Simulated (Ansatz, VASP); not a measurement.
**WS2: VASP beside Ansatz**

```
W S
1.0
     3.18295    0.00000    0.00000
    -1.59148    2.75652    0.00000
     0.00000    0.00000   28.53222
W S
3 6
Direct
  0.66667 0.33333 0.65929
  0.33333 0.66667 0.88553
  0.33333 0.66667 0.43436
  0.66667 0.33333 0.94019
  0.66667 0.33333 0.48903
  0.33333 0.66667 0.71395
  0.66667 0.33333 0.83085
  0.66667 0.33333 0.37971
  0.33333 0.66667 0.60463
```

Alike in both runs: task single point; functional PBEsol; k mesh 12 × 12 × 1; occupations gaussian, width 0.02 eV; no spin polarisation.

```csv
,VASP,Ansatz
version,VASP 6.6.1,Ansatz 0.2.0
potentials or method,"VASP PAW PBE potentials, release 64 (W_sv, S), cutoff 520 eV","scalar-relativistic, plane waves, PAW"
valence electrons in the cell,78,78
```

```tsv
	VASP	Ansatz	Ansatz less VASP
gap on the k mesh at the Fermi level (eV)	1.34	1.32	-0.017
least direct gap on the mesh (eV)	1.75	1.74	-0.004
rms of the force components (eV/Å)	0.042	0.052	+0.0099
```

VASP's potentials were made for PBE, not for PBEsol. Atom by atom the forces differ by 0.010 eV/Å (rms over components).

Spin-orbit coupling is off throughout.
